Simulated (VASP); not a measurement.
Wanted: the native input for a VASP 6.6.1 run.

```yaml
Task: single point
Functional: PBEsol
Potentials_or_basis: VASP PAW PBE potentials, release 64 (La, O)
Cutoff: 520 eV
k_mesh: 6 × 6 × 6
Occupations: gaussian, width 0.01 eV
Spin: no spin polarisation
Dipole_correction: no
Further_INCAR_settings: ALGO = Normal; EDIFF = 1e-07; NBANDS = 28
```

The structure of La2O3 lies in POSCAR:

```
La2O3
1.0
    6.2667800000      0.0000000000      0.0000000000
   -3.1333900000      5.4271910000      0.0000000000
    0.0000000000      0.0000000000      3.2997660000
La O
2 3
Direct
    0.3333333333      0.6666666667      0.5000000000
    0.6666666667      0.3333333333      0.5000000000
    0.4919860000      0.4919860000      0.0000000000
    0.0000000000      0.5080140000      0.0000000000
    0.5080140000      0.0000000000      0.0000000000
```

The input as run:

INCAR

```
PREC = Accurate
ENCUT = 520
EDIFF = 1E-7
ISMEAR = 0
SIGMA = 0.01
LREAL = F
LASPH = T
NELM = 100
ALGO = Normal
ISIF = 2
LWAVE = F
LCHARG = F
GGA = PS
NBANDS = 28
```

KPOINTS

```
Automatic mesh
0
Gamma
  6 6 6
```

Potentials or basis: VASP PAW PBE potentials, release 64 (La, O).

The run is started by

```console
$ cat potpaw_PBE.64/La/POTCAR potpaw_PBE.64/O/POTCAR > POTCAR
$ mpirun -np 1 vasp_std > vasp.out
```

It gave:

| Property | Result |
| --- | --- |
| Pressure | -1.2 GPa |
| Largest force | 0.062 eV/Å |
| Band gap on the k mesh | 1.46 eV (least direct gap 1.98 eV) |

Caveat: the PAW data sets were made with another functional, which shifts forces and pressure a little; spin-orbit coupling is left out, which moves the levels of the heavy elements.

Run time: 2.6 min on 1 thread of Intel(R) Xeon(R) Platinum 8259CL CPU @ 2.50GHz (Skylake/Cascade Lake), on a shared host, peak memory 0.29 GiB.
